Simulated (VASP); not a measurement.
# PtSe2 (P1) in VASP: single point with LDA+U

Aim: the single point of PtSe2 with LDA+U.

Program: VASP 6.6.1. These are calculated values, not measurements. Logs are shortened: lines on timing, memory, paths and dates and some standing lists are left out, and cuts for length are marked.

## Step 1: The cell of the first run

The typed cell holds 3 atoms: a = 3.724 Å, b = 3.724 Å, c = 5.062 Å, α = 90.00°, β = 90.00°, γ = 120.00°.

## Step 2: Single point, LDA+U (atoms moved at random)

Input file INCAR:

```
ALGO = Normal
EDIFF = 1E-6
ENCUT = 520
GGA = CA
ISIF = 2
ISMEAR = 1
LASPH = True
LCHARG = False
LDAU = True
LDAUJ = 0 0
LDAUL = 2 -1
LDAUPRINT = 1
LDAUTYPE = 2
LDAUU = 8 0
LMAXMIX = 4
LREAL = False
LWAVE = False
NBANDS = 18
NELM = 150
PREC = Accurate
SIGMA = 0.01
```

Input file KPOINTS:

```
k-points
0
Gamma
  8 8 5
```

Input file POSCAR:

```
PtSe2
1.0
    3.7240000000      0.0000000000      0.0000000000
   -1.8620000000      3.2250786037      0.0000000000
    0.0000000000      0.0000000000      5.0620000000
Pt Se
1 2
Direct
   -0.0281920000     -0.0106060000     -0.0128560000
    0.6521500000      0.2938800000      0.7590450000
    0.3179490000      0.6954800000      0.2581540000
```

Potentials or basis: VASP PAW LDA potentials, release 64 (Pt, Se).

Started as:

```console
> cat potpaw_LDA.64/Pt/POTCAR potpaw_LDA.64/Se/POTCAR > POTCAR
> mpirun -np 1 vasp_std > vasp.out
```

OUTCAR:

```text
EDIFF = 1E-6
   ENCUT = 520
   GGA = CA
   ISIF = 2
   ISMEAR = 1
   LASPH = True
   LREAL = False
   NELM = 150
   PREC = Accurate

 ion  position               nearest neighbor table
   1  0.972  0.989  0.987-   2 2.32   3 2.48   2 2.48   3 2.52   2 2.52   3 2.66
   2  0.652  0.294  0.759-   1 2.32   1 2.48   1 2.52
   3  0.318  0.695  0.258-   1 2.48   1 2.52   1 2.66

  LATTYP: Found a hexagonal cell.
 ALAT       =     3.7240000000
 C/A-ratio  =     1.3592910849

  Lattice vectors:

 A1 = (   3.7240000000,   0.0000000000,   0.0000000000)
 A2 = (  -1.8620000000,   3.2250786037,   0.0000000000)
 A3 = (   0.0000000000,   0.0000000000,   5.0620000000)

Analysis of symmetry for initial positions (statically):
=====================================================================
 Subroutine PRICEL returns:
 Original cell was already a primitive cell.

 Routine SETGRP: Setting up the symmetry group for a
 hexagonal supercell.

 Subroutine GETGRP returns: Found  1 space group operations
 (whereof  1 operations were pure point group operations)
 out of a pool of 24 trial point group operations.

The static configuration has the point symmetry C_1 .

Analysis of symmetry for dynamics (positions and initial velocities):
=====================================================================
 Subroutine PRICEL returns:
 Original cell was already a primitive cell.

 Routine SETGRP: Setting up the symmetry group for a
 hexagonal supercell.

 Subroutine GETGRP returns: Found  1 space group operations
 (whereof  1 operations were pure point group operations)
 out of a pool of 24 trial point group operations.

The dynamic configuration has the point symmetry C_1 .

 Subroutine INISYM returns: Found  1 space group operations
 (whereof  1 operations are pure point group operations),
 and found     1 'primitive' translations

----------------------------------------------------------------------------------------

                                     Primitive cell

  volume of cell :      60.7956

  direct lattice vectors                    reciprocal lattice vectors
     3.724000000  0.000000000  0.000000000     0.268528464  0.155034981  0.000000000
    -1.862000000  3.225078604  0.000000000     0.000000000  0.310069962  0.000000000
     0.000000000  0.000000000  5.062000000     0.000000000  0.000000000  0.197550375

  length of vectors
     3.724000000  3.724000000  5.062000000     0.310069962  0.310069962  0.197550375

  position of ions in fractional coordinates (direct lattice)
     0.971808000  0.989394000  0.987144000
     0.652150000  0.293880000  0.759045000
     0.317949000  0.695480000  0.258154000

  ion indices of the primitive-cell ions
   primitive index   ion index
                 1           1
                 2           2
                 3           3

----------------------------------------------------------------------------------------

 KPOINTS: k-points

Automatic generation of k-mesh.
 Grid dimensions read from file:
 generate k-points for:    8    8    5

 Generating k-lattice:

  Cartesian coordinates                     Fractional coordinates (reciprocal lattice)
     0.033566058  0.019379373  0.000000000     0.125000000  0.000000000  0.000000000
     0.000000000  0.038758745  0.000000000     0.000000000  0.125000000  0.000000000
     0.000000000  0.000000000  0.039510075     0.000000000  0.000000000  0.200000000

  Length of vectors
     0.038758745  0.038758745  0.039510075

  Shift w.r.t. Gamma in fractional coordinates (k-lattice)
     0.000000000  0.000000000  0.000000000

 Subroutine IBZKPT returns following result:
 ===========================================

 Found    162 irreducible k-points:

 Following reciprocal coordinates:
            Coordinates               Weight
  0.000000  0.000000  0.000000      1.000000
  0.125000 -0.000000  0.000000      2.000000
  0.000000  0.125000  0.000000      2.000000
 -0.125000  0.125000  0.000000      2.000000
  0.250000 -0.000000  0.000000      2.000000
  0.000000  0.250000  0.000000      2.000000
[... 16 lines left out ...]
  0.375000  0.125000  0.000000      2.000000
 -0.125000  0.500000  0.000000      2.000000
 [... further k-points ...]
   k-points           NKPTS =    162   k-points in BZ     NKDIM =    162   number of bands    NBANDS=     18
   number of dos      NEDOS =    301   number of ions     NIONS =      3
   total plane-waves  NPLWV =  31360
   dimension x,y,z NGX =    28 NGY =   28 NGZ =   40
   dimension x,y,z NGXF=    56 NGYF=   56 NGZF=   80
   ions per type =               1   2
   NGX,Y,Z   is equivalent  to a cutoff of  12.50, 12.50, 13.14 a.u.
   NGXF,Y,Z  is equivalent  to a cutoff of  25.00, 25.00, 26.27 a.u.
 SYSTEM =  unknown system
   PREC   = accura    normal or accurate (medium, high low for compatibility)
   ISTART =      0    job   : 0-new  1-cont  2-samecut
   ICHARG =      2    charge: 1-file 2-atom 10-const
   ISPIN  =      1    spin polarized calculation?
   LNONCOLLINEAR =      F non collinear calculations
   LSORBIT =      F    spin-orbit coupling
   LASPH  =      T    aspherical Exc in radial PAW
   ENCUT  =  520.0 eV  38.22 Ry    6.18 a.u.   6.92  6.92  9.41*2*pi/ulx,y,z
   NELM   =    150;   NELMIN=  2; NELMDL= -5     # of ELM steps
   EDIFF  = 0.1E-05   stopping-criterion for ELM
   LREAL  =      F    real-space projection
[... 7 lines left out ...]
   TEBEG  =    0.0;   TEEND  =   0.0 temperature during run
   PSTRESS=    0.0 pullay stress
   NELECT =      22.0000    total number of electrons
   NUPDOWN=      -1.0000    fix difference up-down
   EMIN   =  10.00;   EMAX   =-10.00  energy-range for DOS
   EFERMI =   0.00;   METHOD = LEGACY
   ISMEAR =     1;   SIGMA  =   0.01  broadening in eV -4-tet -1-fermi 0-gaus
   EFERMI_NEDOS =   21; number of points for ismear=-14 and -15
   IALGO  =     38    algorithm
   IMIX   =      4    mixing-type and parameters
     AMIX     =   0.40;   BMIX     =  1.00
     AMIX_MAG =   1.60;   BMIX_MAG =  1.00
  volume/ion in A,a.u.               =      20.27       136.76
  Fermi-wavevector in a.u.,A,eV,Ry     =   1.166608  2.204570 18.517184  1.360975
  Thomas-Fermi vector in A             =   2.303119
   LORBIT       =      0    0 simple, 1 ext, 2 COOP (PROOUT), +10 PAW based schemes
 LDA+U is selected, type is set to LDAUTYPE =  2
   angular momentum for each species LDAUL =     2   -1
   U (eV)           for each species LDAUU =   8.0  0.0
   J (eV)           for each species LDAUJ =   0.0  0.0
   GGA     = CA    functional components
   LHFCALC =     F    Hartree Fock is set to
   AEXX    =    0.0000 exact exchange contribution
   IVDW    =     0    specifies the selected vdW correction
   LEPSILON=     F    determine dielectric tensor
   LRPA    =     F    only Hartree local field effects (RPA)
 non-spin polarized calculation
 Methfessel and Paxton  Order N= 1 SIGMA  =   0.01
  energy-cutoff  :      520.00
  volume of cell :       60.80
 maximum number of plane-waves:      1654
   NGX = 13   NGY = 13   NGZ = 19

atom =   1  type =  1  l = 2

 onsite density matrix

spin component  1

  0.9067 -0.0004  0.0006  0.0949 -0.0022
 -0.0004  0.8710  0.0023  0.0042  0.0842
  0.0006  0.0023  0.9693 -0.0007 -0.0043
  0.0949  0.0042 -0.0007  0.8352 -0.0002
 -0.0022  0.0842 -0.0043 -0.0002  0.9067

spin component  2

  0.9067 -0.0004  0.0006  0.0949 -0.0022
 -0.0004  0.8710  0.0023  0.0042  0.0842
  0.0006  0.0023  0.9693 -0.0007 -0.0043
  0.0949  0.0042 -0.0007  0.8352 -0.0002
 -0.0022  0.0842 -0.0043 -0.0002  0.9067

 occupancies and eigenvectors

  o =  0.7694  v =  0.5669  0.0606 -0.0060 -0.8210 -0.0297  0.0000  0.0000  0.0000  0.0000  0.0000      0.0000  0.0000  0.0000  0.0000  0.0000  0.0000  0.0000  0.0000  0.0000  0.0000
  o =  0.7694  v =  0.0000  0.0000  0.0000  0.0000  0.0000  0.5669  0.0606 -0.0060 -0.8210 -0.0297      0.0000  0.0000  0.0000  0.0000  0.0000  0.0000  0.0000  0.0000  0.0000  0.0000
  o =  0.8027  v = -0.0511  0.7738 -0.0266  0.0448 -0.6292  0.0000  0.0000  0.0000  0.0000  0.0000      0.0000  0.0000  0.0000  0.0000  0.0000  0.0000  0.0000  0.0000  0.0000  0.0000
  o =  0.8027  v =  0.0000  0.0000  0.0000  0.0000  0.0000 -0.0511  0.7738 -0.0266  0.0448 -0.6292      0.0000  0.0000  0.0000  0.0000  0.0000  0.0000  0.0000  0.0000  0.0000  0.0000
  o =  0.9688  v =  0.0000  0.0000  0.0000  0.0000  0.0000  0.0171 -0.2043 -0.9556  0.0113 -0.2114      0.0000  0.0000  0.0000  0.0000  0.0000  0.0000  0.0000  0.0000  0.0000  0.0000
  o =  0.9688  v =  0.0171 -0.2043 -0.9556  0.0113 -0.2114  0.0000  0.0000  0.0000  0.0000  0.0000      0.0000  0.0000  0.0000  0.0000  0.0000  0.0000  0.0000  0.0000  0.0000  0.0000
  o =  0.9725  v =  0.8200  0.0522  0.0018  0.5687  0.0380  0.0000  0.0000  0.0000  0.0000  0.0000      0.0000  0.0000  0.0000  0.0000  0.0000  0.0000  0.0000  0.0000  0.0000  0.0000
  o =  0.9725  v =  0.0000  0.0000  0.0000  0.0000  0.0000  0.8200  0.0522  0.0018  0.5687  0.0380      0.0000  0.0000  0.0000  0.0000  0.0000  0.0000  0.0000  0.0000  0.0000  0.0000
  o =  0.9756  v =  0.0000  0.0000  0.0000  0.0000  0.0000  0.0575 -0.5943  0.2934  0.0207 -0.7463      0.0000  0.0000  0.0000  0.0000  0.0000  0.0000  0.0000  0.0000  0.0000  0.0000
  o =  0.9756  v =  0.0575 -0.5943  0.2934  0.0207 -0.7463  0.0000  0.0000  0.0000  0.0000  0.0000      0.0000  0.0000  0.0000  0.0000  0.0000  0.0000  0.0000  0.0000  0.0000  0.0000

 number of electron      22.0000001 magnetization

 Free energy of the ion-electron system (eV)
  ---------------------------------------------------
  ext. energy  EPLUGINS =         0.00000000
  ---------------------------------------------------
  free energy    TOTEN  =       -12.05118937 eV

  energy without entropy =      -12.05120150  energy(sigma->0) =      -12.05119341

 E-fermi :   5.9445     XC(G=0): -10.8610

 val. band max:        5.9414815071   @ k =   0.3750   0.3750   0.0000
 cond. band min:       5.9544167012   @ k =  -0.1250   0.5000   0.2000
 fundamental gap:      0.0129351940
 Fermi energy:         5.9444944920

 k-point     1 :       0.0000    0.0000    0.0000
  band No.  band energies     occupation
      1      -9.4238      2.00000
      2      -6.6110      2.00000
      3      -1.9863      2.00000
      4      -1.3815      2.00000
      5      -1.3244      2.00000
      6       0.0506      2.00000
[... 10 lines left out ...]
     17      14.4101      0.00000
     18      17.2259      0.00000

 k-point     2 :       0.1250   -0.0000    0.0000
  band No.  band energies     occupation
      1      -9.2550      2.00000
      2      -6.7277      2.00000
      3      -1.8132      2.00000
      4      -1.3135      2.00000
      5      -1.1546      2.00000
      6       0.0081      2.00000
[... 10 lines left out ...]
     17      14.5910      0.00000
     18      15.7610      0.00000

 k-point     3 :       0.0000    0.1250    0.0000
  band No.  band energies     occupation
      1      -9.2660      2.00000
      2      -6.7129      2.00000
      3      -1.8713      2.00000
      4      -1.2823      2.00000
      5      -1.1741      2.00000
      6      -0.0026      2.00000
[... 10 lines left out ...]
     17      14.8413      0.00000
     18      16.2522      0.00000

 k-point     4 :      -0.1250    0.1250    0.0000
  band No.  band energies     occupation
      1      -9.2489      2.00000
      2      -6.7413      2.00000
      3      -1.7892      2.00000
      4      -1.2285      2.00000
      5      -1.1661      2.00000
      6       0.0330      2.00000
[... 375 lines left out ...]
      4      -0.7687      2.00000
      5      -0.5419      2.00000
      6      -0.2757      2.00000
[... 10 lines left out ...]
     17      13.9671      0.00000
     18      15.4349      0.00000

 k-point    23 :       0.3750    0.1250    0.0000
  band No.  band energies     occupation
      1      -7.9559      2.00000
      2      -7.3758      2.00000
      3      -1.5785      2.00000
      4      -0.6968      2.00000
      5      -0.4892      2.00000
      6      -0.1041      2.00000
[... 10 lines left out ...]
     17      15.2871      0.00000
     18      16.0178      0.00000

 k-point    24 :      -0.1250    0.5000    0.0000
  band No.  band energies     occupation
      1      -8.0769      2.00000
      2      -7.2777      2.00000
      3      -1.6128      2.00000
      4      -0.8085      2.00000
      5      -0.4485      2.00000
      6       0.1375      2.00000
[... 10 lines left out ...]
     17      15.6561      0.00000
     18      15.8267      0.00000

 [... further k-points ...]

------------------------ aborting loop because EDIFF is reached ----------------------------------------

  FORCE on cell =-STRESS in cart. coord.  units (eV):
  Direction    XX          YY          ZZ          XY          YZ          ZX
  --------------------------------------------------------------------------------------
  -------------------------------------------------------------------------------------
  Total       -1.2673390     -2.4635152     -1.8172356     -0.8763878     -1.5380530      1.4368449
  in kB      -33.3988309    -64.9222723    -47.8905357    -23.0958950    -40.5330942     37.8659070
  external PRESSURE =     -48.7372129 kB  Pullay stress =       0.0000000 kB

 VOLUME and BASIS-vectors are now :
 -----------------------------------------------------------------------------
  energy-cutoff  :      520.00
  volume of cell :       60.80
      direct lattice vectors                 reciprocal lattice vectors
     3.724000000  0.000000000  0.000000000     0.268528464  0.155034981  0.000000000
    -1.862000000  3.225078604  0.000000000     0.000000000  0.310069962  0.000000000
     0.000000000  0.000000000  5.062000000     0.000000000  0.000000000  0.197550375

 POSITION                                       TOTAL-FORCE (eV/Angst)
 -----------------------------------------------------------------------------------
      1.77676      3.19087      4.99692         0.766002     -0.223091      1.539019
      1.88140      0.94779      3.84229        -1.033317      0.735101     -0.786301
     -0.11094      2.24298      1.30678         0.267315     -0.512010     -0.752718
 -----------------------------------------------------------------------------------
    total drift:                                0.000044      0.000004      0.000075

  FREE ENERGIE OF THE ION-ELECTRON SYSTEM (eV)
  ---------------------------------------------------
  free  energy   TOTEN  =       -12.0511893691 eV

  energy  without entropy=      -12.0512015001  energy(sigma->0) =      -12.05119341
```

Wall time 4.7 min (1 thread of Intel Xeon 8259CL, shared host); peak memory 0.29 GiB.

Results:

```
Free energy            : -12.0512 eV
Pressure               : -4.9 GPa
Largest force          : 1.734 eV/Å
Band gap on the k mesh : zero (bands 11 and 12 overlap by 1.08 eV)
```

Forces in eV/Å, atoms in the order of the input:
```
Pt   0.766 -0.223  1.539
Se  -1.033  0.735 -0.786
Se   0.267 -0.512 -0.753
```

Stress tensor (GPa, compression positive):
```
-3.34 -2.31  3.79
-2.31 -6.49 -4.05
 3.79 -4.05 -4.79
```

Eigenvalues of the final occupation matrices:
| site | spin | trace | eigenvalues |
| --- | --- | --- | --- |
| site 1 d | 1 | 4.49 | 0.77 0.80 0.97 0.97 0.98 |
| site 1 d | 2 | 4.49 | 0.77 0.80 0.97 0.97 0.98 |

Caveat: the cell differs from its parent crystal (atoms moved at random); the cell stands under tension; spin-orbit coupling is left out, which moves the levels of the heavy elements; U without spin polarisation on a metal has little footing; forces of over 1 eV/Å act on the atoms, so gaps and moduli don't describe the material at rest.
